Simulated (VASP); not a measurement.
Input of a VASP 6.6.1 run:

INCAR

```
SYSTEM = HfSi2
PREC = Accurate
ENCUT = 500
EDIFF = 1E-7
ISMEAR = 0
SIGMA = 0.1
LREAL = .False.
LASPH = .True.
NELM = 120
ALGO = Normal
ISIF = 4
LWAVE = .False.
LCHARG = .False.
GGA = PE
IBRION = 2
NSW = 50
EDIFFG = -0.01
GGA_COMPAT = .False.
NELMIN = 4
```

The input KPOINTS:

```
regular mesh
0
Gamma
  10 10 10
  0 0 0
```

Contents of POSCAR:

```
HfSi2
1.0
    1.8226675409     -7.2222980272      0.0000000000
    1.8226675409      7.2222980272      0.0000000000
    0.0000000000      0.0000000000      3.6228218958
Hf Si
2 4
Direct
    0.8945372356      0.1054627644      0.2500000000
    0.1054627644      0.8945372356      0.7500000000
    0.5542797321      0.4457202679      0.2500000000
    0.4457202679      0.5542797321      0.7500000000
    0.2502818290      0.7497181710      0.2500000000
    0.7497181710      0.2502818290      0.7500000000
```

Potentials or basis: VASP PAW PBE potentials, release 64 (Hf_pv, Si).

Command:

```bash
$ cat potpaw_PBE.64/Hf_pv/POTCAR potpaw_PBE.64/Si/POTCAR > POTCAR
$ mpirun -np 1 vasp_std > vasp.out
```

Question: Predict the band gap on the k mesh.

Answer: Zero (bands 18 and 19 overlap by 0.98 eV).

Final structure:
```
CELL_PARAMETERS angstrom
1.82595 -7.19070 0.00000
1.82595 7.19070 0.00000
0.00000 0.00000 3.63220
ATOMIC_POSITIONS crystal
Hf 0.89515 0.10485 0.25000
Hf 0.10485 0.89515 0.75000
Si 0.55476 0.44524 0.25000
Si 0.44524 0.55476 0.75000
Si 0.25024 0.74976 0.25000
Si 0.74976 0.25024 0.75000
```

Caveat: spin-orbit coupling is left out, which moves the levels of the heavy elements.
